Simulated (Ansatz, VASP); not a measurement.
# Two plane-wave programs on Zn

Contents of INCAR:

```
SYSTEM = Zn
PREC = Accurate
ENCUT = 520
EDIFF = 1E-7
ISMEAR = -1
SIGMA = 0.05
LREAL = .False.
LASPH = .True.
NELM = 80
ALGO = Normal
ISIF = 2
LWAVE = .False.
LCHARG = .True.
GGA = CA
LELF = .True.
LVHAR = .True.
NBANDS = 19
```

The input KPOINTS:

```
regular mesh
0
Gamma
  12 12 7
  0 0 0
```

File POSCAR:

```
Zn
1.0
    2.7850770257      0.0000000000      0.0000000000
   -1.3925385129      2.4119474558      0.0000000000
    0.0000000000      0.0000000000      4.5118247817
Zn
2
Direct
    0.2133333333      0.6066666667      0.1600000000
    0.7866666667      0.3933333333      0.8400000000
```

Input for Ansatz:

```yaml
crystal:
  lattice:
    - [2.7850770257, 0.0, 0.0]
    - [-1.3925385129, 2.4119474558, 0.0]
    - [0.0, 0.0, 4.5118247817]
  atoms:
    - { symbol: Zn, position: [0.2133333333, 0.6066666667, 0.16] }
    - { symbol: Zn, position: [0.7866666667, 0.3933333333, 0.84] }
kpoints:
  mp_grid: { grid: [12, 12, 7] }
scf:
  occupations: { method: fermi_dirac, width: 0.05 }
hamiltonian:
  xc: lda
  pseudopotentials: { kind: paw, source: ansatz }
output:
  forces: true
  stress: true
  eigenvalues: true
  write_density: true
  write_potential: true
  elf: true
  volumetric_format: npy
```

Change from the starting cell: shortest bond scaled by 0.64, PAW files, source ansatz.

Alike in both runs: task single point; functional LDA; k mesh 12 × 12 × 7; occupations fermi-dirac, width 0.05 eV; no spin polarisation.

```csv
,VASP,Ansatz
version,VASP 6.6.1,Ansatz 0.2.0
potentials or method,"VASP PAW LDA potentials, release 64 (Zn)","PAW with other files of Ansatz's library (source ansatz), scalar-relativistic"
plane-wave cutoff (eV),520,660
valence electrons in the cell,24,40
```

```csv
,VASP,Ansatz,Ansatz less VASP
pressure (GPa),42.8,42.0,-0.81
"traceless stress, the component that is largest in VASP (GPa)",48.39,48.23,-0.166
rms of the force components (eV/Å),8.171,8.109,-0.0622
```

LDA's correlation is that of Perdew and Zunger in VASP and of Perdew and Wang (1992) in Ansatz. Atom by atom the forces differ by 0.064 eV/Å (rms over components). Both programs put the cell under a high pressure, so it lies far from rest at this level. VASP's potentials hold 24 valence electrons a cell and Ansatz's 40, so a difference there can come from the potentials and not from the codes.
